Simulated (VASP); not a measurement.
Input of a VASP 6.6.1 run:

Contents of INCAR:

```
SYSTEM = As
ALGO = Normal
EDIFF = 1E-6
ENCUT = 520
GGA = PE
ISIF = 2
ISMEAR = 0
LASPH = .TRUE.
LCHARG = .TRUE.
LELF = .TRUE.
LREAL = .FALSE.
LVHAR = .TRUE.
LWAVE = .FALSE.
NBANDS = 12
NELM = 60
PREC = Accurate
SIGMA = 0.1
```

KPOINTS

```
k-points
0
G
  24 24 10
  0 0 0
```

The input POSCAR:

```
As
1.0
    2.9056661922      0.0000000000      0.0000000000
   -1.4528330961      2.5163807374      0.0000000000
    0.0000000000      0.0000000000      5.4975417313
As
2
Direct
    0.0000000000      0.0000000000      0.7457958690
    0.0000000000      0.0000000000      0.2542041310
```

Potentials or basis: VASP PAW PBE potentials, release 64 (As).

The run is started by

```console
$ cat potpaw_PBE.64/As/POTCAR > POTCAR
$ mpirun -np 1 vasp_std > vasp.out
```

Task: Estimate the band gap on the k mesh.

Result: Zero (bands 5 and 6 overlap by 9.32 eV).

Task: Predict the largest force.

Result: 0.005 eV/Å.

Forces on the atoms (eV/Å):
```
As   0.000  0.000  0.005
As   0.000  0.000 -0.005
```
